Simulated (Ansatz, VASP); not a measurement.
# Two plane-wave programs on HfC

Contents of INCAR:

```
SYSTEM = HfC
PREC     = Accurate       ! precision mode
ENCUT    = 520            ! plane-wave cutoff, eV
EDIFF    = 1E-6           ! SCF threshold, eV
ISMEAR   = 0              ! smearing method
SIGMA    = 0.05           ! smearing width, eV
LREAL    = .False.        ! projectors in reciprocal space
LASPH    = .True.         ! aspherical terms in the spheres
NELM     = 60             ! most SCF steps
ALGO     = Normal         ! electronic algorithm
ISIF     = 2              ! what is computed and relaxed
LWAVE    = .False.        ! write WAVECAR
LCHARG   = .True.         ! write CHGCAR
GGA      = PE             ! functional
LELF     = .True.         ! ELF
LVHAR    = .True.       
NBANDS   = 14             ! bands
```

File KPOINTS:

```
regular mesh
0
Gamma
  12 12 12
  0 0 0
```

POSCAR

```
HfC
1.0
    2.8718800407      0.0000000000      0.0000000000
    0.0000000000      2.9008889300      0.0000000000
    0.0000000000      0.0000000000      2.9008889300
Hf C
1 1
Direct
    0.0000000000      0.0000000000      0.0000000000
    0.5000000000      0.5000000000      0.5000000000
```

Input for Ansatz:

```yaml
crystal:
  lattice:
    - [2.8718800407, 0.0, 0.0]
    - [0.0, 2.90088893, 0.0]
    - [0.0, 0.0, 2.90088893]
  atoms:
    - { symbol: Hf, position: [0.0, 0.0, 0.0] }
    - { symbol: C, position: [0.5, 0.5, 0.5] }
basis:
  ecutwfc: 420
  ecutrho_ratio: 4
kpoints:
  mp_grid: { grid: [12, 12, 12] }
hamiltonian:
  xc: pbe
scf:
  occupations: { method: gaussian, width: 0.05 }
output:
  forces: true
  stress: true
  eigenvalues: true
```

Change from the starting cell: strain e1 = -0.01, atoms carried along.

Alike in both runs: task single point; functional PBE; k mesh 12 × 12 × 12; occupations gaussian, width 0.05 eV; no spin polarisation.

|  | VASP | Ansatz |
| --- | --- | --- |
| version | VASP 6.6.1 | Ansatz 0.2.0 |
| potentials or method | VASP PAW PBE potentials, release 64 (Hf_pv, C), cutoff 520 eV | scalar-relativistic, plane waves, PAW |
| valence electrons in the cell | 14 | 30 |

|  | VASP | Ansatz | Ansatz less VASP |
| --- | --- | --- | --- |
| gap on the k mesh at the Fermi level (eV) | none | none | - |
| pressure (GPa) | 0.7 | 2.1 | +1.40 |
| traceless stress, the component that is largest in VASP (GPa) | -2.61 | -2.46 | +0.143 |

A gap of «none» marks a metal or a gap that the smearing closes. VASP's potentials hold 14 valence electrons a cell and Ansatz's 30, so a difference there can come from the potentials and not from the codes.

Neither program's run includes spin-orbit coupling.
